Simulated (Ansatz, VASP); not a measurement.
**Two plane-wave programs on SiC**

The input POSCAR:

```
SiC
1.0
    3.0759982064      0.0000000000      0.0000000000
   -1.5379991032      2.6638925888      0.0000000000
    0.0000000000      0.0000000000      5.0480000000
Si C
2 2
Direct
    0.3896419100      0.7792838200      0.0000000000
    0.6103580900      0.2207161800      0.5000000000
    0.2826696749      0.5653393497      0.3850000000
    0.7173303251      0.4346606503      0.8850000000
```

INCAR.step1

```
SYSTEM = SiC
PREC = Accurate
ENCUT = 520
ISMEAR = 0
SIGMA = 0.05
LREAL = .False.
LASPH = .True.
NELM = 100
NBANDS = 16
GGA = PE
ALGO = Normal
EDIFF = 1E-4
LWAVE = .True.
LCHARG = .False.
```

The input INCAR.step2:

```
SYSTEM = SiC
PREC = Accurate
ENCUT = 520
EDIFF = 1E-6
ISMEAR = 0
SIGMA = 0.05
LREAL = .False.
LASPH = .True.
NELM = 100
ALGO = Normal
ISIF = 2
LWAVE = .False.
LCHARG = .False.
METAGGA = R2SCAN
LMIXTAU = .True.
NBANDS = 16
ISTART = 1
```

The input KPOINTS:

```
regular mesh
0
Gamma
  12 12 6
  0 0 0
```

Input for Ansatz:

```yaml
crystal:
  lattice:
    - [3.0759982064, 0.0, 0.0]
    - [-1.5379991032, 2.6638925888, 0.0]
    - [0.0, 0.0, 5.048]
  atoms:
    - { symbol: Si, position: [0.38964191, 0.77928382, 0.0] }
    - { symbol: Si, position: [0.61035809, 0.22071618, 0.5] }
    - { symbol: C, position: [0.2826696749, 0.5653393497, 0.385] }
    - { symbol: C, position: [0.7173303251, 0.4346606503, 0.885] }
basis:
  ecutwfc: 500
kpoints:
  mp_grid: { grid: [12, 12, 6] }
hamiltonian:
  xc: r2scan
scf:
  occupations: { method: gaussian, width: 0.05 }
output:
  forces: true
  stress: true
  eigenvalues: true
```

Change from the starting cell: mode 4 (274.0 1/cm) frozen in, largest displacement +0.300 Å.

Alike in both runs: task single point; functional r2SCAN; k mesh 12 × 12 × 6; occupations gaussian, width 0.05 eV; no spin polarisation.

|  | VASP | Ansatz |
| --- | --- | --- |
| version | VASP 6.6.1 | Ansatz 0.2.0 |
| potentials or method | VASP PAW PBE potentials, release 64 (Si, C), cutoff 520 eV | scalar-relativistic, plane waves, PAW |
| valence electrons in the cell | 16 | 16 |

Ansatz gave:

```
gap on the k mesh at the Fermi level (eV)                     : 1.53
least direct gap on the mesh (eV)                             : 3.65
pressure (GPa)                                                : -0.8
traceless stress, the component that is largest in VASP (GPa) : -8.75
rms of the force components (eV/Å)                            : 1.093
```

Problem. Which values does VASP return?

Solution. gap on the k mesh at the Fermi level (eV): 1.53; least direct gap on the mesh (eV): 3.66; pressure (GPa): -0.9; traceless stress, the component that is largest in VASP (GPa): -8.80; rms of the force components (eV/Å): 1.094.

VASP's potentials were made for PBE, not for r2SCAN. Atom by atom the forces differ by 0.005 eV/Å (rms over components). The functional is the same, so the differences come from potentials, cutoffs and numerics.
